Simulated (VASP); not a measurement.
# Zr (Fd-3m) in VASP: relaxation of cell and atoms with PBE

Aim: the relaxation of cell and atoms of Zr with PBE.

Program: VASP 6.6.1. These are calculated values, not measurements. Logs are shortened: lines on timing, memory, paths and dates and some standing lists are left out, and cuts for length are marked.

## 1. The cell of the first run

The structure is cubic, space group Fd-3m (No. 227). The conventional cell has a = 6.271 Å, b = 6.271 Å, c = 6.271 Å, α = 90.00°, β = 90.00°, γ = 90.00°. Zr (site symmetry -43m) has 4 Zr at 2.72 Å within 3.6 Å.

This isn't the form of Zr at room conditions, which is hcp.

## 2. Relaxation of cell and atoms, PBE

File INCAR:

```
SYSTEM = Zr
PREC = Accurate
ENCUT = 600
EDIFF = 1E-6
ISMEAR = 0
SIGMA = 0.1
LREAL = .False.
LASPH = .True.
NELM = 100
ALGO = Normal
ISIF = 3
LWAVE = .False.
LCHARG = .False.
GGA = PE
IBRION = 2
NSW = 80
EDIFFG = -0.01
```

File KPOINTS:

```
Automatic mesh
0
Gamma
  12 12 12
  0 0 0
```

File POSCAR:

```
Zr
1.0
    0.0000000000      3.1353802298      3.1353802298
    3.1353802298      0.0000000000      3.1353802298
    3.1353802298      3.1353802298      0.0000000000
Zr
2
Direct
    0.2500000000      0.2500000000      0.2500000000
    0.0000000000      0.0000000000      0.0000000000
```

Potentials or basis: VASP PAW PBE potentials, release 64 (Zr_sv).

Run with:

```sh
> cat potpaw_PBE.64/Zr_sv/POTCAR > POTCAR
> mpirun -np 1 vasp_std > vasp.out
```

OUTCAR:

```text
SYSTEM = Zr
   PREC = Accurate
   ENCUT = 600
   EDIFF = 1E-6
   ISMEAR = 0
   LREAL = .False.
   LASPH = .True.
   NELM = 100
   ISIF = 3
   GGA = PE
   IBRION = 2
   NSW = 80
   EDIFFG = -0.01

 ion  position               nearest neighbor table
   1  0.250  0.250  0.250-   2 2.72   2 2.72   2 2.72   2 2.72
   2  0.000  0.000  0.000-   1 2.72   1 2.72   1 2.72   1 2.72

  LATTYP: Found a face centered cubic cell.
 ALAT       =     6.2707604596

  Lattice vectors:

 A1 = (   0.0000000000,   3.1353802298,   3.1353802298)
 A2 = (   3.1353802298,   0.0000000000,   3.1353802298)
 A3 = (   3.1353802298,   3.1353802298,   0.0000000000)

Analysis of symmetry for initial positions (statically):
=====================================================================
 Subroutine PRICEL returns:
 Original cell was already a primitive cell.

 Routine SETGRP: Setting up the symmetry group for a
 face centered cubic supercell.

 Subroutine GETGRP returns: Found 48 space group operations
 (whereof 24 operations were pure point group operations)
 out of a pool of 48 trial point group operations.

The static configuration has the point symmetry T_d .
 The point group associated with its full space group is O_h .

Analysis of symmetry for dynamics (positions and initial velocities):
=====================================================================
 Subroutine PRICEL returns:
 Original cell was already a primitive cell.

 Routine SETGRP: Setting up the symmetry group for a
 face centered cubic supercell.

 Subroutine GETGRP returns: Found 48 space group operations
 (whereof 24 operations were pure point group operations)
 out of a pool of 48 trial point group operations.

The dynamic configuration has the point symmetry T_d .
 The point group associated with its full space group is O_h .

 Subroutine INISYM returns: Found 48 space group operations
 (whereof 24 operations are pure point group operations),
 and found     1 'primitive' translations

----------------------------------------------------------------------------------------
[... 149 lines left out ...]
  -------------------------------------------------------------------------------------
  Total        0.0765943      0.0765943      0.0765943      0.0000000     -0.0000000      0.0000000
  in kB        1.9907035      1.9907035      1.9907035      0.0000000     -0.0000000      0.0000000
  external PRESSURE =       1.9907035 kB  Pullay stress =       0.0000000 kB

 VOLUME and BASIS-vectors are now :
 -----------------------------------------------------------------------------
  energy-cutoff  :      600.00
  volume of cell :       61.65
      direct lattice vectors                 reciprocal lattice vectors
     0.000000000  3.135380230  3.135380230    -0.159470292  0.159470292  0.159470292
     3.135380230  0.000000000  3.135380230     0.159470292 -0.159470292  0.159470292
     3.135380230  3.135380230  0.000000000     0.159470292  0.159470292 -0.159470292

 POSITION                                       TOTAL-FORCE (eV/Angst)
 -----------------------------------------------------------------------------------
      1.56769      1.56769      1.56769        -0.000000     -0.000000     -0.000000
      0.00000      0.00000      0.00000         0.000000      0.000000      0.000000
 -----------------------------------------------------------------------------------
    total drift:                                0.000000      0.000000      0.000000

  FREE ENERGIE OF THE ION-ELECTRON SYSTEM (eV)
  ---------------------------------------------------
  free  energy   TOTEN  =       -12.2437765598 eV

  energy  without entropy=      -12.2188144607  energy(sigma->0) =      -12.23129551

--------------------------------------- Ionic step        2  -------------------------------------------

 number of electron      24.0000000 magnetization

 Free energy of the ion-electron system (eV)
  ---------------------------------------------------
  ext. energy  EPLUGINS =         0.00000000
  ---------------------------------------------------
  free energy    TOTEN  =       -12.24397460 eV

  energy without entropy =      -12.21892351  energy(sigma->0) =      -12.23144906

 E-fermi :   5.5695     XC(G=0):  -9.5229

 val. band max:        5.5673710935   @ k =   0.2500   0.1667   0.0000
 cond. band min:       5.5735802388   @ k =   0.1667   0.0833   0.0000
 fundamental gap:      0.0062091453
 Fermi energy:         5.5694779086

 k-point     1 :       0.0000    0.0000    0.0000
  band No.  band energies     occupation
      1     -43.3425      2.00000
      2     -42.7813      2.00000
      3     -21.6803      2.00000
      4     -21.6803      2.00000
      5     -21.6803      2.00000
      6     -20.7042      2.00000
[... 433 lines left out ...]
      3     -21.8869      2.00000
      4     -21.8174      2.00000
      5     -21.5409      2.00000
      6     -20.8419      2.00000
[... 8 lines left out ...]
     15       6.6840      0.00000
     16       8.1065      0.00000

 [... further k-points ...]

------------------------ aborting loop because EDIFF is reached ----------------------------------------

  FORCE on cell =-STRESS in cart. coord.  units (eV):
  Direction    XX          YY          ZZ          XY          YZ          ZX
  --------------------------------------------------------------------------------------
  -------------------------------------------------------------------------------------
  Total       -0.0053123     -0.0053123     -0.0053123      0.0000000      0.0000000     -0.0000000
  in kB       -0.1373056     -0.1373056     -0.1373056      0.0000000      0.0000000     -0.0000000
  external PRESSURE =      -0.1373056 kB  Pullay stress =       0.0000000 kB

 VOLUME and BASIS-vectors are now :
 -----------------------------------------------------------------------------
  energy-cutoff  :      600.00
  volume of cell :       61.99
      direct lattice vectors                 reciprocal lattice vectors
     0.000000000  3.141173023  3.141173023    -0.159176205  0.159176205  0.159176205
     3.141173023  0.000000000  3.141173023     0.159176205 -0.159176205  0.159176205
     3.141173023  3.141173023  0.000000000     0.159176205  0.159176205 -0.159176205

 POSITION                                       TOTAL-FORCE (eV/Angst)
 -----------------------------------------------------------------------------------
      1.57059      1.57059      1.57059        -0.000000     -0.000000     -0.000000
      0.00000      0.00000      0.00000         0.000000      0.000000      0.000000
 -----------------------------------------------------------------------------------
    total drift:                                0.000000      0.000000      0.000000

  FREE ENERGIE OF THE ION-ELECTRON SYSTEM (eV)
  ---------------------------------------------------
  free  energy   TOTEN  =       -12.2439746008 eV

  energy  without entropy=      -12.2189235126  energy(sigma->0) =      -12.23144906

 reached required accuracy - stopping structural energy minimisation
```

OSZICAR:

```text
N       E                     dE             d eps       ncg     rms          rms(c)
DAV:   1     0.245781105739E+03    0.24578E+03   -0.14123E+04  2304   0.161E+03
DAV:   2     0.154866374020E+01   -0.24423E+03   -0.24203E+03  2944   0.419E+02
DAV:   3    -0.121962338682E+02   -0.13745E+02   -0.13463E+02  4512   0.776E+01
[... 14 lines left out ...]
DAV:   3    -0.122436672556E+02    0.81917E-03   -0.84343E-03  3464   0.596E-01    0.143E-01
DAV:   4    -0.122438293574E+02   -0.16210E-03   -0.43735E-04  3400   0.122E-01    0.692E-02
DAV:   5    -0.122439770537E+02   -0.14770E-03   -0.46145E-04  3456   0.112E-01    0.301E-02
DAV:   6    -0.122439748262E+02    0.22275E-05   -0.15844E-05  2752   0.363E-02    0.491E-03
DAV:   7    -0.122439746008E+02    0.22535E-06   -0.39273E-07  1512   0.554E-03
   2 F= -.12243975E+02 E0= -.12231449E+02  d E =-.198041E-03
```

CONTCAR:

```text
Zr
   1.00000000000000
     0.0000000000000000    3.1411730233122026    3.1411730233122026
     3.1411730233122026    0.0000000000000000    3.1411730233122026
     3.1411730233122026    3.1411730233122026    0.0000000000000000
  Zr
     2
Direct
     0.2500000000000000    0.2500000000000000    0.2500000000000000
     0.0000000000000000    0.0000000000000000    0.0000000000000000

  0.00000000E+00  0.00000000E+00  0.00000000E+00
  0.00000000E+00  0.00000000E+00  0.00000000E+00
```

Run time: 81 s. Hardware: 1 thread of AMD EPYC 9R45 (Zen 5), shared host; peak memory 0.22 GiB.

What came out:

- Free energy: -12.2440 eV
- Relaxed volume: 30.99 Å³/atom
- Relaxed cell: a = 4.442 Å, b = 4.442 Å, c = 4.442 Å, α = 60.00°, β = 60.00°, γ = 60.00°
- Space group after relaxing (to 0.1 Å): Fd-3m (No. 227)
- Energy gained by relaxing: 0.1 meV/atom
- Ionic steps: 2
- Pressure after relaxing: 0.0 GPa
- Band gap on the k mesh: zero (bands 12 and 13 overlap by 0.20 eV)

The path:
```
step  energy change (eV)  largest force (eV/Å)  pressure (GPa)  volume (Å³)
   1              0.0000                0.0000            0.20        61.65
   2             -0.0002                0.0000           -0.01        61.99
```

Final structure:
```
Zr
1.0
     0.00000    3.14117    3.14117
     3.14117    0.00000    3.14117
     3.14117    3.14117    0.00000
Zr
2
Direct
  0.25000 0.25000 0.25000
  0.00000 0.00000 0.00000
```
